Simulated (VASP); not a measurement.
Runs of VASP 6.6.1 on AlN. The structure is that of space group F-43m (No. 216), or close to it. The cells are those of the table. 

```tsv
level	cell	k mesh	smearing	grid for exact exchange (PRECFOCK)	screening parameter	gap on the mesh (eV)	pressure (GPa)
PBE	a = 3.073 Å, angles 60.0°, 2 atoms	10 × 10 × 10	fermi-dirac 0.02 eV	-	-	(a)	7.9
HSE06	a = 3.073 Å, angles 60.0°, 2 atoms	8 × 8 × 8	gaussian 0.01 eV	Normal	0.2079 1/Å	4.57	(b)
PBE	a = 3.065, b = 3.065, c = 3.039 Å, angles 60.3, 60.3, 59.5°, 2 atoms	10 × 10 × 10	fermi-dirac 0.02 eV	-	-	3.28	11.7
PBE	a = 3.121 Å, angles 59.3°, 2 atoms	10 × 10 × 10	fermi-dirac 0.02 eV	-	-	(c)	1.3
r2SCAN	a = 3.073 Å, angles 60.0°, 2 atoms	10 × 10 × 10	gaussian 0.01 eV	-	-	3.95	3.1
r2SCAN	a = 3.121 Å, angles 59.3°, 2 atoms	10 × 10 × 10	gaussian 0.01 eV	-	-	3.88	-3.4
r2SCAN	a = 3.065, b = 3.065, c = 3.039 Å, angles 60.3, 60.3, 59.5°, 2 atoms	10 × 10 × 10	gaussian 0.01 eV	-	-	3.91	7.0
```

Alike in all rows: task single point; potentials or basis VASP PAW PBE potentials, release 64 (Al, N); no spin polarisation; cutoff (eV) 520.

Problem. Fill in the values left out.

Solution. (a) 3.33; (b) 2.7; (c) 3.26.

Caveats: the PAW data sets were made with another functional, which shifts forces and pressure a little (some runs).

A k mesh can miss the band edges.
